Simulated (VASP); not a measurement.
Input of a VASP 6.6.1 run:

INCAR

```
PREC = Accurate
ENCUT = 520
EDIFF = 1E-7
ISMEAR = -1
SIGMA = 0.05
LREAL = False
LASPH = True
NELM = 150
ALGO = Normal
ISIF = 2
LWAVE = False
LCHARG = False
ISPIN = 2
MAGMOM = 4 0
LORBIT = 11
LMAXMIX = 4
GGA = PE
IVDW = 12
NBANDS = 20
```

The input KPOINTS:

```
regular mesh
0
Gamma
  10 10 10
```

POSCAR

```
MnO
1.0
    0.0000000000      2.2267984764      2.2267984764
    2.2267984764      0.0000000000      2.2267984764
    2.2267984764      2.2267984764      0.0000000000
Mn O
1 1
Direct
    0.0000000000      0.0000000000      0.0000000000
    0.5000000000      0.5000000000      0.5000000000
```

Potentials or basis: VASP PAW PBE potentials, release 64 (Mn_pv, O).

Launch:

```console
$ cat potpaw_PBE.64/Mn_pv/POTCAR potpaw_PBE.64/O/POTCAR > POTCAR
$ mpirun -np 1 vasp_std > vasp.out
```

(1) Predict the net moment.

(2) Predict the pressure.

Results:

(1) 4.80 μB per cell.

(2) 0.2 GPa.

Caveat: a cell with one magnetic atom can't hold antiferromagnetic order, which such compounds often take.
